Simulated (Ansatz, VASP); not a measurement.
# Ni in VASP and in Ansatz

The input INCAR:

```
SYSTEM = Ni
PREC = Accurate
ENCUT = 520
EDIFF = 1E-7
ISMEAR = -1
SIGMA = 0.1
LREAL = .False.
LASPH = .True.
NELM = 150
ALGO = Normal
ISIF = 2
LWAVE = .False.
LCHARG = .False.
ISPIN = 2
MAGMOM = 2 2
LORBIT = 11
LMAXMIX = 4
GGA = PS
NBANDS = 21
```

KPOINTS

```
regular mesh
0
Gamma
  7 14 14
  0 0 0
```

File POSCAR:

```
Ni
1.0
    0.0000000000      3.5359000000      3.5359000000
    1.7679500000      0.0000000000      1.7679500000
    1.7679500000      1.7679500000      0.0000000000
Ni
2
Direct
    0.0000000000      0.0000000000      0.0000000000
    0.5000000000      0.0000000000      0.0000000000
```

Input for Ansatz:

```yaml
crystal:
  lattice:
    - [0.0, 3.5359, 3.5359]
    - [1.76795, 0.0, 1.76795]
    - [1.76795, 1.76795, 0.0]
  atoms:
    - { symbol: Ni, position: [0.0, 0.0, 0.0], spin: 2.0 }
    - { symbol: Ni, position: [0.5, 0.0, 0.0], spin: 2.0 }
magnetization:
  spin_polarized: true
hamiltonian:
  xc: pbesol
  pseudopotentials: { kind: paw }
basis:
  ecutwfc: 420
kpoints:
  mp_grid: { grid: [7, 14, 14] }
scf:
  occupations: { method: fermi_dirac, width: 0.1 }
  lower_state_search: "off"
output:
  forces: true
  stress: true
```

Alike in both runs: task single point; functional PBEsol; k mesh 7 × 14 × 14; occupations fermi-dirac, width 0.1 eV; collinear spin.

|  | VASP | Ansatz |
| --- | --- | --- |
| version | VASP 6.6.1 | Ansatz 0.2.0 |
| potentials or method | VASP PAW PBE potentials, release 64 (Ni), cutoff 520 eV | PAW, plane waves, scalar-relativistic |
| valence electrons in the cell | 20 | 36 |

|  | VASP | Ansatz | Ansatz less VASP |
| --- | --- | --- | --- |
| pressure (GPa) | -11.9 | -12.0 | -0.09 |
| net moment per atom (μB) | 0.60 | 0.62 | +0.017 |
| size of the moment on the site where the two differ most (μB) | 0.61 | 0.65 | +0.042 |

VASP's potentials were made for PBE, not for PBEsol. Site moments also hang on the region over which each program counts them. VASP's potentials hold 20 valence electrons a cell and Ansatz's 36, so a difference there can come from the potentials and not from the codes.
